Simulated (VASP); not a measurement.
Runs of VASP 6.6.1 on Ge. The structure is that of space group P6_3/mmc (No. 194), or close to it. The cells are those of the table. This isn't the form of Ge at room conditions, which is diamond.

```tsv
task	cell	k mesh	cutoff (eV)	gap on the mesh (eV)	pressure (GPa)	relaxed volume (Å³/atom)
single point	a = 3.285, b = 3.285, c = 5.332 Å, angles 90.0, 90.0, 120.0°, 2 atoms	6 × 6 × 4	520	none	-11.4	-
single point	a = 2.942, b = 2.942, c = 4.898 Å, angles 90.0, 90.0, 120.0°, 2 atoms	21 × 21 × 12	520	none	0.1	-
relaxation of cell and atoms	relaxed from a = 3.285, b = 3.285, c = 5.332 Å, angles 90.0, 90.0, 120.0°, 2 atoms	6 × 6 × 4	600	none	0.2	18.10
single point	a = 2.950, b = 2.950, c = 4.809 Å, angles 90.0, 90.0, 120.0°, 2 atoms	6 × 6 × 4	520	none	0.0	-
relaxation of cell and atoms	relaxed from a = 2.950, b = 2.950, c = 4.809 Å, angles 90.0, 90.0, 120.0°, 2 atoms	21 × 21 × 12	600	none	0.0	(a)
```

Alike in all rows: level PBEsol; potentials or basis VASP PAW PBE potentials, release 64 (Ge_d); no spin polarisation; smearing gaussian 0.1 eV.

Problem. Estimate the missing entries.

Solution. (a) 18.38.

Caveats: some runs use coarse meshes; the PAW data sets were made with another functional, which shifts forces and pressure a little; the volume moved by over 15 % at a fixed basis, so the end points are rough (at least some runs).

A k mesh can miss the band edges, and the runs leave out spin-orbit coupling on Ge.

A gap of «none» marks levels without a gap at the run's occupations.
